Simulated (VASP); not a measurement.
# TaN (P-62m) in VASP: further runs

The runs below take TaN through single point, with PBEsol.

All numbers are computed with VASP 6.6.1; they aren't measurements. Logs are shortened: lines on timing, memory, paths and dates and some standing lists are left out, and cuts for length are marked.

### 1 The cell of the first run

Symmetry: P-62m, No. 189, hexagonal system. Conventional cell: a = 5.178 Å, b = 5.178 Å, c = 2.896 Å, α = 90.00°, β = 90.00°, γ = 120.00°. Ta (site symmetry -62m) has 3 N at 2.04 Å within 2.7 Å. Ta (site symmetry -6) has 6 N at 2.15 Å and 5 Ta at 2.90 to 2.99 Å within 3.0 Å. Within 2.9 Å of N (site symmetry m2m) lie 5 Ta at 2.04 to 2.15 Å and 6 N at 2.76 to 2.90 Å.

### 2 Single point, PBEsol

Input file INCAR:

```
SYSTEM = TaN
  PREC = Accurate
  ENCUT = 520
  EDIFF = 1E-6
  ISMEAR = 1
  SIGMA = 0.1
  LREAL = Auto
  LASPH = .True.
  NELM = 60
  ALGO = Normal
  ISIF = 2
  LWAVE = .False.
  LCHARG = .False.
  GGA = PS
  NBANDS = 168
```

Input file KPOINTS:

```
regular mesh
0
Gamma
  1 1 1
  0 0 0
```

Input file POSCAR:

```
TaN
1.0
    7.7675072943      4.4845723699      0.0000000000
   -7.7675072446      4.4845724560      0.0000000000
    0.0000000000      0.0000000000      5.7917586532
Ta N
18 18
Direct
    0.0000000000      0.0000000000      0.0000000000
    0.3333333333      0.6666666667      0.0000000000
    0.6666666667      0.3333333333      0.0000000000
    0.0000000000      0.6666666667      0.2500000000
    0.3333333333      0.3333333334      0.2500000000
    0.6666666667      0.0000000000      0.2500000000
    0.0000000000      0.3333333333      0.2500000000
    0.3333333333      0.0000000000      0.2500000000
    0.6666666667      0.6666666666      0.2500000000
    0.0000000000      0.0000000000      0.5000000000
    0.3333333333      0.6666666667      0.5000000000
    0.6666666667      0.3333333333      0.5000000000
    0.0000000000      0.6666666667      0.7500000000
    0.3333333333      0.3333333334      0.7500000000
    0.6666666667      0.0000000000      0.7500000000
    0.0000000000      0.3333333333      0.7500000000
    0.3333333333      0.0000000000      0.7500000000
    0.6666666667      0.6666666666      0.7500000000
    0.1311380463      0.8688619537      0.0000000000
    0.4644713796      0.5355286204      0.0000000000
    0.7978047130      0.2021952870      0.0000000000
    0.0710572408      0.5355286204      0.0000000000
    0.4043905742      0.2021952870      0.0000000000
    0.7377239075      0.8688619537      0.0000000000
    0.1311380463      0.2622760925      0.0000000000
    0.4644713796      0.9289427592      0.0000000000
    0.7978047130      0.5956094258      0.0000000000
    0.1311380463      0.8688619537      0.5000000000
    0.4644713796      0.5355286204      0.5000000000
    0.7978047130      0.2021952870      0.5000000000
    0.0710572408      0.5355286204      0.5000000000
    0.4043905742      0.2021952870      0.5000000000
    0.7377239075      0.8688619537      0.5000000000
    0.1311380463      0.2622760925      0.5000000000
    0.4644713796      0.9289427592      0.5000000000
    0.7978047130      0.5956094258      0.5000000000
```

Potentials or basis: VASP PAW PBE potentials, release 64 (Ta_pv, N).

Started as:

```bash
cat potpaw_PBE.64/Ta_pv/POTCAR potpaw_PBE.64/N/POTCAR > POTCAR
mpirun -np 1 vasp_gam > vasp.out
```

OUTCAR:

```text
SYSTEM = TaN
   PREC = Accurate
   ENCUT = 520
   EDIFF = 1E-6
   ISMEAR = 1
   LREAL = Auto
   LASPH = .True.
   NELM = 60
   ISIF = 2
   GGA = PS

 ion  position               nearest neighbor table
   1  0.000  0.000  0.000-  24 2.04  25 2.04  19 2.04  10 2.90  10 2.90   8 3.32   6 3.32  15 3.32
                            17 3.32  13 3.32   4 3.32  16 3.32   7 3.32   5 3.32   9 3.32  14 3.32
   2  0.333  0.667  0.000-  22 2.04  26 2.04  20 2.04  11 2.90  11 2.90   4 3.32  13 3.32   8 3.32
                            17 3.32  14 3.32   5 3.32  16 3.32   7 3.32   6 3.32  15 3.32   9 3.32
   3  0.667  0.333  0.000-  23 2.04  27 2.04  21 2.04  12 2.90  12 2.90   7 3.32  16 3.32  15 3.32
                             6 3.32   9 3.32  18 3.32  13 3.32   4 3.32  17 3.32   8 3.32   5 3.32
   4  0.000  0.667  0.250-  27 2.15  36 2.15  28 2.15  19 2.15  31 2.15  22 2.15  13 2.90  13 2.90
                             9 2.99   8 2.99   7 2.99   2 3.32  11 3.32  10 3.32   1 3.32   3 3.32
   5  0.333  0.333  0.250-  25 2.15  34 2.15  29 2.15  20 2.15  32 2.15  23 2.15  14 2.90  14 2.90
                             7 2.99   9 2.99   8 2.99   2 3.32  11 3.32  10 3.32   1 3.32   3 3.32
   6  0.667  0.000  0.250-  21 2.15  30 2.15  26 2.15  35 2.15  33 2.15  24 2.15  15 2.90  15 2.90
                             7 2.99   8 2.99   9 2.99   1 3.32  10 3.32   3 3.32  12 3.32  11 3.32
   7  0.000  0.333  0.250-  21 2.15  30 2.15  25 2.15  34 2.15  31 2.15  22 2.15  16 2.90  16 2.90
                             5 2.99   6 2.99   4 2.99   3 3.32  12 3.32  10 3.32   1 3.32  11 3.32
   8  0.333  0.000  0.250-  23 2.15  32 2.15  28 2.15  19 2.15  26 2.15  35 2.15  17 2.90  17 2.90
                             4 2.99   6 2.99   5 2.99   1 3.32  10 3.32   2 3.32  11 3.32   3 3.32
   9  0.667  0.667  0.250-  20 2.15  29 2.15  27 2.15  36 2.15  33 2.15  24 2.15  18 2.90  18 2.90
[... 44 lines left out ...]
 A1 = (   7.7675072943,   4.4845723699,   0.0000000000)
 A2 = (  -7.7675072446,   4.4845724560,   0.0000000000)
 A3 = (   0.0000000000,   0.0000000000,   5.7917586532)

Analysis of symmetry for initial positions (statically):
=====================================================================
 Subroutine PRICEL returns following result:

  LATTYP: Found a hexagonal cell.
 ALAT       =     5.1783381791
 C/A-ratio  =     0.5592294722

  Lattice vectors:

 A1 = (  -2.5891691136,  -4.4845723986,   0.0000000000)
 A2 = (   5.1783381791,  -0.0000000287,   0.0000000000)
 A3 = (   0.0000000000,   0.0000000000,   2.8958793266)

   6 primitive cells build up your supercell.

 Routine SETGRP: Setting up the symmetry group for a
 hexagonal supercell.

 Subroutine GETGRP returns: Found 12 space group operations
 (whereof 12 operations were pure point group operations)
 out of a pool of 24 trial point group operations.

The static configuration has the point symmetry D_3h.

Analysis of symmetry for dynamics (positions and initial velocities):
=====================================================================
 Subroutine PRICEL returns following result:

[... 119 lines left out ...]
   EFERMI_NEDOS =   21; number of points for ismear=-14 and -15
   IALGO  =     38    algorithm
   IMIX   =      4    mixing-type and parameters
     AMIX     =   0.40;   BMIX     =  1.00
     AMIX_MAG =   1.60;   BMIX_MAG =  1.00
  volume/ion in A,a.u.               =      11.21        75.64
  Fermi-wavevector in a.u.,A,eV,Ry     =   1.463046  2.764756 29.123314  2.140503
  Thomas-Fermi vector in A             =   2.579187
   LORBIT       =      0    0 simple, 1 ext, 2 COOP (PROOUT), +10 PAW based schemes
   GGA     = PS    functional components
   LHFCALC =     F    Hartree Fock is set to
   AEXX    =    0.0000 exact exchange contribution
   IVDW    =     0    specifies the selected vdW correction
   LEPSILON=     F    determine dielectric tensor
   LRPA    =     F    only Hartree local field effects (RPA)
 non-spin polarized calculation
 Methfessel and Paxton  Order N= 1 SIGMA  =   0.10
  energy-cutoff  :      520.00
  volume of cell :      403.50
 maximum number of plane-waves:      5429
 NGX is ok and might be reduce to    70
   NGX = 33   NGY = 33   NGZ = 21

 number of electron     287.9999994 magnetization

 Free energy of the ion-electron system (eV)
  ---------------------------------------------------
  ext. energy  EPLUGINS =         0.00000000
  ---------------------------------------------------
  free energy    TOTEN  =      -435.34472762 eV

  energy without entropy =     -435.35632343  energy(sigma->0) =     -435.34859289

 E-fermi :   7.4726     XC(G=0): -13.2236

 val. band max:        7.3884361299   @ k =   0.0000   0.0000   0.0000
 cond. band min:       8.8445088946   @ k =   0.0000   0.0000   0.0000
 fundamental gap:      1.4560727647
 Fermi energy:         7.4726243470

 k-point     1 :       0.0000    0.0000    0.0000
  band No.  band energies     occupation
      1     -28.2291      2.00000
      2     -28.1491      2.00000
      3     -28.1491      2.00000
      4     -28.1491      2.00000
      5     -28.1491      2.00000
      6     -28.0291      2.00000
[... 148 lines left out ...]
    155      10.1956      0.00000
    156      10.3193      0.00000
 [bands above 156 left out]

------------------------ aborting loop because EDIFF is reached ----------------------------------------

  FORCE on cell =-STRESS in cart. coord.  units (eV):
  Direction    XX          YY          ZZ          XY          YZ          ZX
  --------------------------------------------------------------------------------------
  -------------------------------------------------------------------------------------
  Total       16.0957251     16.0957251    -50.7692212     -0.0000000      0.0000000      0.0000000
  in kB       63.9113466     63.9113466   -201.5895071     -0.0000000      0.0000000      0.0000000
  external PRESSURE =     -24.5889380 kB  Pullay stress =       0.0000000 kB

 VOLUME and BASIS-vectors are now :
 -----------------------------------------------------------------------------
  energy-cutoff  :      520.00
  volume of cell :      403.50
      direct lattice vectors                 reciprocal lattice vectors
     7.767507294  4.484572370  0.000000000     0.064370716  0.111493349  0.000000000
    -7.767507245  4.484572456  0.000000000    -0.064370715  0.111493350  0.000000000
     0.000000000  0.000000000  5.791758653     0.000000000  0.000000000  0.172659128

 POSITION                                       TOTAL-FORCE (eV/Angst)
 -----------------------------------------------------------------------------------
      0.00000      0.00000      0.00000        -0.000000     -0.000000     -0.000000
     -2.58917      4.48457      0.00000        -0.000000     -0.000000     -0.000000
      2.58917      4.48457      0.00000        -0.000000     -0.000000     -0.000000
     -5.17834      2.98971      1.44794        -0.000000     -0.000000      0.000000
      0.00000      2.98971      1.44794        -0.000000     -0.000000     -0.000000
      5.17834      2.98971      1.44794        -0.000000     -0.000000      0.000000
[... 28 lines left out ...]
     -3.60778      6.24887      2.89588        -0.026420      0.045761      0.000000
      1.57055      6.24887      2.89588        -0.026420      0.045761     -0.000000
 -----------------------------------------------------------------------------------
    total drift:                               -0.000006     -0.000000     -0.000000

  FREE ENERGIE OF THE ION-ELECTRON SYSTEM (eV)
  ---------------------------------------------------
  free  energy   TOTEN  =      -435.3447276218 eV

  energy  without entropy=     -435.3563234326  energy(sigma->0) =     -435.34859289
```

It took 5.1 min on 1 thread of Intel Xeon 8259CL, shared host; peak memory 0.51 GiB.

Results:

- Free energy: -435.3447 eV
- Pressure: -2.5 GPa
- Largest force: 0.053 eV/Å
- Band gap on the k mesh: 1.46 eV

Forces on the atoms (eV/Å):
```
Ta   0.000  0.000  0.000
Ta   0.000  0.000  0.000
Ta   0.000  0.000  0.000
Ta   0.000  0.000  0.000
Ta   0.000  0.000  0.000
Ta   0.000  0.000  0.000
Ta   0.000  0.000  0.000
Ta   0.000  0.000  0.000
Ta   0.000  0.000  0.000
Ta   0.000  0.000  0.000
Ta   0.000  0.000  0.000
Ta   0.000  0.000  0.000
Ta   0.000  0.000  0.000
Ta   0.000  0.000  0.000
Ta   0.000  0.000  0.000
Ta   0.000  0.000  0.000
Ta   0.000  0.000  0.000
Ta   0.000  0.000  0.000
N    0.053  0.000  0.000
N    0.053  0.000  0.000
N    0.053  0.000  0.000
N   -0.026 -0.046  0.000
N   -0.026 -0.046  0.000
N   -0.026 -0.046  0.000
N   -0.026  0.046  0.000
N   -0.026  0.046  0.000
N   -0.026  0.046  0.000
N    0.053  0.000  0.000
N    0.053  0.000  0.000
N    0.053  0.000  0.000
N   -0.026 -0.046  0.000
N   -0.026 -0.046  0.000
N   -0.026 -0.046  0.000
N   -0.026  0.046  0.000
N   -0.026  0.046  0.000
N   -0.026  0.046  0.000
```

Caveat: the k points lie up to 1.08 Å⁻¹ apart, too coarse for converged energies, forces and pressures; the PAW data sets were made with another functional, which shifts forces and pressure a little; spin-orbit coupling is left out, which moves the levels of the heavy elements. A k mesh can miss the band edges.

### 3 Single point, PBEsol

Input file INCAR:

```
SYSTEM = TaN
  ALGO = Normal
  EDIFF = 1E-6
  ENCUT = 520
  GGA = PS
  ISIF = 2
  ISMEAR = 1
  LASPH = .TRUE.
  LCHARG = .FALSE.
  LREAL = Auto
  LWAVE = .FALSE.
  NBANDS = 168
  NELM = 60
  PREC = Accurate
  SIGMA = 0.1
```

Input file KPOINTS:

```
k-points
0
G
  2 2 2
  0 0 0
```

POSCAR is that of step 2.

Potentials or basis: VASP PAW PBE potentials, release 64 (Ta_pv, N).

Started as:

```bash
cat potpaw_PBE.64/Ta_pv/POTCAR potpaw_PBE.64/N/POTCAR > POTCAR
mpirun -np 1 vasp_std > vasp.out
```

OUTCAR:

```text
SYSTEM = TaN
   EDIFF = 1E-6
   ENCUT = 520
   GGA = PS
   ISIF = 2
   ISMEAR = 1
   LASPH = .TRUE.
   LREAL = Auto
   NELM = 60
   PREC = Accurate

 ion  position               nearest neighbor table
   1  0.000  0.000  0.000-  24 2.04  25 2.04  19 2.04  10 2.90  10 2.90   8 3.32   6 3.32  15 3.32
                            17 3.32  13 3.32   4 3.32  16 3.32   7 3.32   5 3.32   9 3.32  14 3.32
   2  0.333  0.667  0.000-  22 2.04  26 2.04  20 2.04  11 2.90  11 2.90   4 3.32  13 3.32   8 3.32
                            17 3.32  14 3.32   5 3.32  16 3.32   7 3.32   6 3.32  15 3.32   9 3.32
   3  0.667  0.333  0.000-  23 2.04  27 2.04  21 2.04  12 2.90  12 2.90   7 3.32  16 3.32  15 3.32
                             6 3.32   9 3.32  18 3.32  13 3.32   4 3.32  17 3.32   8 3.32   5 3.32
   4  0.000  0.667  0.250-  27 2.15  36 2.15  28 2.15  19 2.15  31 2.15  22 2.15  13 2.90  13 2.90
                             9 2.99   8 2.99   7 2.99   2 3.32  11 3.32  10 3.32   1 3.32   3 3.32
   5  0.333  0.333  0.250-  25 2.15  34 2.15  29 2.15  20 2.15  32 2.15  23 2.15  14 2.90  14 2.90
                             7 2.99   9 2.99   8 2.99   2 3.32  11 3.32  10 3.32   1 3.32   3 3.32
   6  0.667  0.000  0.250-  21 2.15  30 2.15  26 2.15  35 2.15  33 2.15  24 2.15  15 2.90  15 2.90
                             7 2.99   8 2.99   9 2.99   1 3.32  10 3.32   3 3.32  12 3.32  11 3.32
   7  0.000  0.333  0.250-  21 2.15  30 2.15  25 2.15  34 2.15  31 2.15  22 2.15  16 2.90  16 2.90
[... 878 lines left out ...]
 [bands above 156 left out]

------------------------ aborting loop because EDIFF is reached ----------------------------------------

  FORCE on cell =-STRESS in cart. coord.  units (eV):
  Direction    XX          YY          ZZ          XY          YZ          ZX
  --------------------------------------------------------------------------------------
  -------------------------------------------------------------------------------------
  Total       -0.0551976     -0.0551976      9.1892340      0.0000000      0.0000000      0.0000000
  in kB       -0.2191731     -0.2191731     36.4877203      0.0000000      0.0000000      0.0000000
  external PRESSURE =      12.0164580 kB  Pullay stress =       0.0000000 kB

 VOLUME and BASIS-vectors are now :
 -----------------------------------------------------------------------------
  energy-cutoff  :      520.00
  volume of cell :      403.50
      direct lattice vectors                 reciprocal lattice vectors
     7.767507294  4.484572370  0.000000000     0.064370716  0.111493349  0.000000000
    -7.767507245  4.484572456  0.000000000    -0.064370715  0.111493350  0.000000000
     0.000000000  0.000000000  5.791758653     0.000000000  0.000000000  0.172659128

 POSITION                                       TOTAL-FORCE (eV/Angst)
 -----------------------------------------------------------------------------------
      0.00000      0.00000      0.00000        -0.000000     -0.000000     -0.000000
     -2.58917      4.48457      0.00000        -0.000000     -0.000000     -0.000000
      2.58917      4.48457      0.00000        -0.000000     -0.000000     -0.000000
     -5.17834      2.98971      1.44794        -0.000000     -0.000000     -0.000000
      0.00000      2.98971      1.44794        -0.000000     -0.000000      0.000000
      5.17834      2.98971      1.44794        -0.000000     -0.000000      0.000000
[... 28 lines left out ...]
     -3.60778      6.24887      2.89588        -0.004720      0.008175     -0.000000
      1.57055      6.24887      2.89588        -0.004720      0.008175     -0.000000
 -----------------------------------------------------------------------------------
    total drift:                               -0.000006     -0.000000     -0.000000

  FREE ENERGIE OF THE ION-ELECTRON SYSTEM (eV)
  ---------------------------------------------------
  free  energy   TOTEN  =      -428.2455352098 eV

  energy  without entropy=     -428.2498836389  energy(sigma->0) =     -428.24698469
```

OSZICAR:

```text
N       E                     dE             d eps       ncg     rms          rms(c)
DAV:   1     0.314577828616E+04    0.31458E+04   -0.15659E+05  1352   0.182E+03
DAV:   2    -0.167654554798E+03   -0.33134E+04   -0.32027E+04  1464   0.548E+02
DAV:   3    -0.473422951464E+03   -0.30577E+03   -0.29996E+03  1584   0.150E+02
DAV:   4    -0.483162026385E+03   -0.97391E+01   -0.95968E+01  1552   0.258E+01
DAV:   5    -0.483512965779E+03   -0.35094E+00   -0.34839E+00  1616   0.406E+00    0.110E+02
DAV:   6    -0.430011718364E+03    0.53501E+02   -0.34293E+02  1696   0.420E+01    0.483E+01
DAV:   7    -0.428625757844E+03    0.13860E+01   -0.15902E+01  1552   0.974E+00    0.227E+01
DAV:   8    -0.428305060106E+03    0.32070E+00   -0.15573E+00  1600   0.363E+00    0.195E+00
DAV:   9    -0.428248911439E+03    0.56149E-01   -0.24178E-01  1672   0.147E+00    0.827E-01
DAV:  10    -0.428247221228E+03    0.16902E-02   -0.67970E-02  1624   0.577E-01    0.353E-01
DAV:  11    -0.428245614814E+03    0.16064E-02   -0.17371E-02  1688   0.322E-01    0.869E-02
DAV:  12    -0.428245538812E+03    0.76002E-04   -0.10160E-03  1616   0.849E-02    0.275E-02
DAV:  13    -0.428245535689E+03    0.31231E-05   -0.41517E-05  1568   0.183E-02    0.984E-03
DAV:  14    -0.428245535210E+03    0.47946E-06   -0.51525E-06  1360   0.564E-03
   1 F= -.42824554E+03 E0= -.42824698E+03  d E =0.434843E-02
```

stdout:

```text
POSCAR found type information on POSCAR TaN
 POSCAR found :  2 types and      36 ions
 scaLAPACK will be used
 -----------------------------------------------------------------------------
|                                                                             |
|                                                                             |
|     You enforced a specific xc type in the INCAR file but a different       |
|     I HOPE YOU KNOW WHAT YOU ARE DOING!                                     |
|                                                                             |
 -----------------------------------------------------------------------------

 LDA part: xc-table for (Slater+PW92), standard interpolation
 POSCAR, INCAR and KPOINTS ok, starting setup
 FFT: planning ... GRIDC
 FFT: planning ... GRID_SOFT
 FFT: planning ... GRID
 WAVECAR not read
 entering main loop
```

Run time: 21 min. Hardware: 1 thread of Intel Xeon 8259CL, shared host; peak memory 0.63 GiB.

What came out:

```yaml
Free_energy: -428.2455 eV
Pressure: 1.2 GPa
Largest_force: 0.009 eV/Å
Band_gap_on_the_k_mesh: 0.63 eV
```

Forces on the atoms (eV/Å):
```
Ta   0.000  0.000  0.000
Ta   0.000  0.000  0.000
Ta   0.000  0.000  0.000
Ta   0.000  0.000  0.000
Ta   0.000  0.000  0.000
Ta   0.000  0.000  0.000
Ta   0.000  0.000  0.000
Ta   0.000  0.000  0.000
Ta   0.000  0.000  0.000
Ta   0.000  0.000  0.000
Ta   0.000  0.000  0.000
Ta   0.000  0.000  0.000
Ta   0.000  0.000  0.000
Ta   0.000  0.000  0.000
Ta   0.000  0.000  0.000
Ta   0.000  0.000  0.000
Ta   0.000  0.000  0.000
Ta   0.000  0.000  0.000
N    0.009  0.000  0.000
N    0.009  0.000  0.000
N    0.009  0.000  0.000
N   -0.005 -0.008  0.000
N   -0.005 -0.008  0.000
N   -0.005 -0.008  0.000
N   -0.005  0.008  0.000
N   -0.005  0.008  0.000
N   -0.005  0.008  0.000
N    0.009  0.000  0.000
N    0.009  0.000  0.000
N    0.009  0.000  0.000
N   -0.005 -0.008  0.000
N   -0.005 -0.008  0.000
N   -0.005 -0.008  0.000
N   -0.005  0.008  0.000
N   -0.005  0.008  0.000
N   -0.005  0.008  0.000
```

Stress tensor (GPa, compression positive):
```
-0.02  0.00  0.00
 0.00 -0.02  0.00
 0.00  0.00  3.65
```

Caveat: the k points lie up to 0.54 Å⁻¹ apart; the PAW data sets were made with another functional, which shifts forces and pressure a little; spin-orbit coupling is left out, which moves the levels of the heavy elements. A k mesh can miss the band edges.
